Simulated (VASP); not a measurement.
Ba4Ti4SO11 (a cell with a defect): electric field gradients with PBE

The system is Ba4Ti4SO11 (a cell with a defect).

```
Ba Ti S O
1.0
    -4.00600    4.00600    4.00600
     4.00600   -4.00600    4.00600
     4.00600    4.00600   -4.00600
Ba Ti S O
4 4 1 11
Direct
  0.50000 0.50000 0.50000
  0.00000 0.00000 0.50000
  0.00000 0.50000 0.00000
  0.50000 0.00000 0.00000
  0.00000 0.00000 0.00000
  0.50000 0.50000 0.00000
  0.50000 0.00000 0.50000
  0.00000 0.50000 0.50000
  0.00000 0.25000 0.25000
  0.50000 0.75000 0.25000
  0.50000 0.25000 0.75000
  0.00000 0.75000 0.75000
  0.25000 0.00000 0.25000
  0.75000 0.50000 0.25000
  0.75000 0.00000 0.75000
  0.25000 0.50000 0.75000
  0.25000 0.25000 0.00000
  0.75000 0.75000 0.00000
  0.75000 0.25000 0.50000
  0.25000 0.75000 0.50000
```

```json
{
  "Program": "VASP 6.6.1",
  "Task": "electric field gradients",
  "Functional": "PBE",
  "Potentials or basis": "VASP PAW PBE potentials, release 64 (Ba_sv, Ti_sv, S, O)",
  "Cutoff": "520 eV",
  "k mesh": "3 × 3 × 3",
  "Occupations": "fermi-dirac, width 0.01 eV",
  "Spin": "no spin polarisation",
  "Dipole correction": "no",
  "Further INCAR settings": "LREAL = Auto; ALGO = Normal; EDIFF = 1e-08; NBANDS = 96"
}
```

The pressure is 15.2 GPa, the largest force is 7.749 eV/Å and the band gap on the k mesh is 1.32 eV.

Forces on the atoms (eV/Å):
```
Ba   0.000  1.096  1.096
Ba   0.000  1.096 -1.096
Ba   0.000 -1.096  1.096
Ba   0.000 -1.096 -1.096
Ti  -7.749  0.000  0.000
Ti   0.000  0.000  0.000
Ti   0.000  0.000  0.000
Ti   7.749  0.000  0.000
S    0.000  0.000  0.000
O    0.000  0.000  0.000
O    0.000  0.000  0.000
O    0.000  0.000  0.000
O   -0.063  0.270  0.000
O    0.063 -0.270  0.000
O   -0.063 -0.270  0.000
O    0.063  0.270  0.000
O   -0.063  0.000  0.270
O   -0.063  0.000 -0.270
O    0.063  0.000 -0.270
O    0.063  0.000  0.270
```

Stress tensor (GPa, compression positive):
```
25.82  0.00  0.00
 0.00  9.91  0.00
 0.00  0.00  9.91
```

Levels at points of the mesh, in eV from the valence-band top:
| k point | band 76 | band 77 | band 78 | band 79 | band 80 | band 81 | band 82 | band 83 | band 84 | band 85 |
| --- | --- | --- | --- | --- | --- | --- | --- | --- | --- | --- |
| (0.00, 0.00, 0.00) | -0.26 | -0.26 | -0.01 | -0.01 | 0.00 | 1.32 | 1.32 | 1.62 | 3.23 | 3.23 |

Electric field gradients, principal values (V/Å²):
```
atom    least   middle  greatest (by size)
1 Ba    3.219   11.032             -14.251
2 Ba    3.219   11.032             -14.251
3 Ba    3.219   11.032             -14.251
4 Ba    3.219   11.032             -14.251
5 Ti   23.078   23.080             -46.159
6 Ti    0.417    0.419              -0.836
7 Ti    0.417    0.419              -0.836
8 Ti   23.078   23.080             -46.159
 9 S   25.919   25.920             -51.838
10 O  -10.062  -15.881              25.943
11 O  -10.062  -15.881              25.943
12 O   -7.071   -7.076              14.148
13 O  -11.198  -13.745              24.943
14 O  -11.198  -13.745              24.943
15 O  -11.200  -13.745              24.944
16 O  -11.200  -13.745              24.944
17 O  -11.198  -13.745              24.943
18 O  -11.200  -13.745              24.944
19 O  -11.198  -13.745              24.943
20 O  -11.200  -13.745              24.944
```

It took 14 min on 1 thread of AMD EPYC 7R43 64-Core Processor (Zen 3), with other jobs on the host, peak memory 0.4 GiB.

Caveat: without QUAD_EFG the Cq values of the log hold for a quadrupole moment of 1 mb, not for the nuclei; spin-orbit coupling is left out, which moves the levels of the heavy elements.
